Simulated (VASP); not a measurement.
Write the native input for VASP 6.6.1 that does the following.

```
Task                   : relaxation of cell and atoms
Functional             : PBE
Dispersion             : D3(BJ)
Potentials or basis    : VASP PAW PBE potentials, release 64 (Na_pv, I)
Cutoff                 : 500 eV
k mesh                 : 6 × 6 × 6
Occupations            : gaussian, width 0.02 eV
Spin                   : no spin polarisation
Dipole correction      : no
Further INCAR settings : ALGO = Normal; EDIFF = 1e-07; IBRION = 2; EDIFFG = -0.005; NSW = 70; ISIF = 3
```

The structure of NaI lies in POSCAR:

```
NaI
1.0
    0.0000000000      3.2640968622      3.2640968622
    3.2640968622      0.0000000000      3.2640968622
    3.2640968622      3.2640968622      0.0000000000
Na I
1 1
Direct
    0.0000000000      0.0000000000      0.0000000000
    0.5000000000      0.5000000000      0.5000000000
```

The input as run:

INCAR

```
SYSTEM = NaI
PREC     = Accurate       ! precision mode
ENCUT    = 500            ! plane-wave cutoff, eV
EDIFF    = 1E-7           ! SCF threshold, eV
ISMEAR   = 0              ! smearing method
SIGMA    = 0.02           ! smearing width, eV
LREAL    = .False.        ! projectors in reciprocal space
LASPH    = .True.         ! aspherical terms in the spheres
NELM     = 120            ! most SCF steps
ALGO     = Normal         ! electronic algorithm
ISIF     = 3              ! what is computed and relaxed
LWAVE    = .False.        ! write WAVECAR
LCHARG   = .False.        ! write CHGCAR
GGA      = PE             ! functional
IVDW     = 12             ! dispersion correction
IBRION   = 2              ! ionic algorithm
NSW      = 70             ! ionic steps
EDIFFG   = -0.005         ! ionic threshold
GGA_COMPAT= .False.      
NELMIN   = 4
```

KPOINTS

```
Automatic mesh
0
Gamma
  6 6 6
  0 0 0
```

Potentials or basis: VASP PAW PBE potentials, release 64 (Na_pv, I).

Run with:

```sh
$ cat potpaw_PBE.64/Na_pv/POTCAR potpaw_PBE.64/I/POTCAR > POTCAR
$ mpirun -np 1 vasp_std > vasp.out
```

It gave:

| Item | Value |
| --- | --- |
| Relaxed volume | 32.17 Å³/atom |
| Relaxed cell | a = 4.498 Å, b = 4.498 Å, c = 4.498 Å, α = 60.00°, β = 60.00°, γ = 60.00° |
| Space group after relaxing (to 0.05 Å) | Fm-3m (No. 225) |
| Energy gained by relaxing | 10.8 meV/atom |
| Ionic steps | 5 |
| Pressure after relaxing | 0.0 GPa |
| Band gap on the k mesh | 3.79 eV, direct |
| Dispersion energy per atom | -0.267 eV |

Caveat: spin-orbit coupling is left out, which moves the levels of the heavy elements.

Run time: 110 s on 1 thread of Intel Xeon 8259CL, on a shared host, peak memory 0.22 GiB.
